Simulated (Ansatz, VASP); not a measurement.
CuO: VASP beside Ansatz

```
CELL_PARAMETERS angstrom
2.32891 -1.70190 0.00000
2.32891 1.70190 0.00000
-0.85477 0.00000 5.02548
ATOMIC_POSITIONS crystal
Cu 0.00320 0.49680 0.00000
Cu 0.49680 0.00320 0.50000
O 0.57140 0.40560 0.25370
O 0.40560 0.57140 0.75370
```

Alike in both runs: task single point; functional BLYP; k mesh 10 × 10 × 5; occupations fermi-dirac, width 0.05 eV; no spin polarisation.

|  | VASP | Ansatz |
| --- | --- | --- |
| version | VASP 6.6.1 | Ansatz 0.2.0 |
| potentials or method | VASP PAW PBE potentials, release 64 (Cu, O) | Ansatz PAW |
| plane-wave cutoff (eV) | 520 | 420 |
| valence electrons in the cell | 34 | 50 |

Ansatz gave:

| Item | Value |
| --- | --- |
| gap on the k mesh at the Fermi level (eV) | none |
| pressure (GPa) | 16.6 |
| traceless stress, the component that is largest in VASP (GPa) | -2.49 |
| rms of the force components (eV/Å) | 0.466 |

Which values does VASP return?

gap on the k mesh at the Fermi level (eV): none; pressure (GPa): 17.6; traceless stress, the component that is largest in VASP (GPa): -2.63; rms of the force components (eV/Å): 0.489.

VASP's potentials were made for PBE, not for BLYP. Atom by atom the forces differ by 0.034 eV/Å (rms over components). A gap of «none» marks a metal or a gap that the smearing closes. VASP's potentials hold 34 valence electrons a cell and Ansatz's 50, so a difference there can come from the potentials and not from the codes.
